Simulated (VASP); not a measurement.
Wanted: the native input for a VASP 6.6.1 run.

| Property | Result |
| --- | --- |
| Task | single point |
| Functional | LDA |
| Potentials or basis | VASP PAW LDA potentials, release 64 (In_d, P) |
| Cutoff | 520 eV |
| k mesh | 8 × 8 × 8 |
| Occupations | fermi-dirac, width 0.05 eV |
| Spin | no spin polarisation |
| Dipole correction | no |
| Further INCAR settings | ALGO = Normal; EDIFF = 1e-06; NBANDS = 16 |

The structure of InP lies in POSCAR:

```
InP
1.0
    0.0000000000      2.7688340000      2.7688340000
    2.7688340000      0.0000000000      2.7688340000
    2.7688340000      2.7688340000      0.0000000000
In P
1 1
Direct
    0.0000000000      0.0000000000      0.0000000000
    0.5000000000      0.5000000000      0.5000000000
```

One way to write it, as run:

INCAR

```
PREC = Accurate
ENCUT = 520
EDIFF = 1E-6
ISMEAR = -1
SIGMA = 0.05
LREAL = F
LASPH = T
NELM = 80
ALGO = Normal
ISIF = 2
LWAVE = F
LCHARG = F
GGA = CA
NBANDS = 16
```

KPOINTS

```
Automatic mesh
0
Gamma
  8 8 8
```

Potentials or basis: VASP PAW LDA potentials, release 64 (In_d, P).

Run with:

```sh
$ cat potpaw_LDA.64/In_d/POTCAR potpaw_LDA.64/P/POTCAR > POTCAR
$ mpirun -np 1 vasp_std > vasp.out
```

Results of the run:

| Item | Value |
| --- | --- |
| Pressure | -5.1 GPa |
| Band gap on the k mesh | zero (band 9 reaches 7.17 eV, above the bottom of band 10 at 4.51 eV) |

Caveat: spin-orbit coupling is left out, which moves the levels of the heavy elements.

Wall time 22 s on 1 thread of Intel(R) Xeon(R) Platinum 8488C (Sapphire Rapids) (shared host), peak memory 0.15 GiB.
